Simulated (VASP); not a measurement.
Write the native input for VASP 6.6.1 that does the following.

```yaml
Task: single point
Functional: PBE
Potentials_or_basis: VASP PAW PBE potentials, release 64 (Ge_d)
Cutoff: 520 eV
k_mesh: 9 × 9 × 1
Occupations: fermi-dirac, width 0.02 eV
Spin: no spin polarisation
Dipole_correction: yes
Further_INCAR_settings: ALGO = Normal; EDIFF = 1e-06; NBANDS = 36
```

The structure of Ge lies in POSCAR:

```
Ge
1.0
    4.0736070246      0.0000000000      0.0000000000
   -2.0368035123      3.5278471684      0.0000000000
    0.0000000000      0.0000000000     20.1576000000
Ge
4
Direct
    0.1666666665      0.3333333335      0.3968724510
    0.5000000005      0.9999999995      0.4381234709
    0.5000000005      0.9999999995      0.5618765296
    0.8333333335      0.6666666665      0.6031275490
```

The input as run:

INCAR

```
SYSTEM = Ge
ALGO     = Normal         ! electronic algorithm
DIPOL    = 0.5 0.5 0.500
EDIFF    = 1E-6           ! SCF threshold, eV
ENCUT    = 520            ! plane-wave cutoff, eV
GGA      = PE             ! functional
IDIPOL   = 3            
ISIF     = 2              ! what is computed and relaxed
ISMEAR   = -1             ! smearing method
LASPH    = .TRUE.         ! aspherical terms in the spheres
LCHARG   = .FALSE.        ! write CHGCAR
LDIPOL   = .TRUE.       
LREAL    = .FALSE.        ! projectors in reciprocal space
LWAVE    = .FALSE.        ! write WAVECAR
NBANDS   = 36             ! bands
NELM     = 60             ! most SCF steps
PREC     = Accurate       ! precision mode
SIGMA    = 0.02           ! smearing width, eV
```

KPOINTS

```
k-points
0
G
  9 9 1
  0 0 0
```

Potentials or basis: VASP PAW PBE potentials, release 64 (Ge_d).

Run with:

```sh
$ cat potpaw_PBE.64/Ge_d/POTCAR > POTCAR
$ mpirun -np 1 vasp_std > vasp.out
```

It gave:

The largest force is 0.783 eV/Å and the band gap on the k mesh is zero (bands 28 and 29 overlap by 0.24 eV).

It took 2.4 min on 1 thread of AMD EPYC 7R13 Processor (Zen 3), on a shared host, peak memory 0.37 GiB.
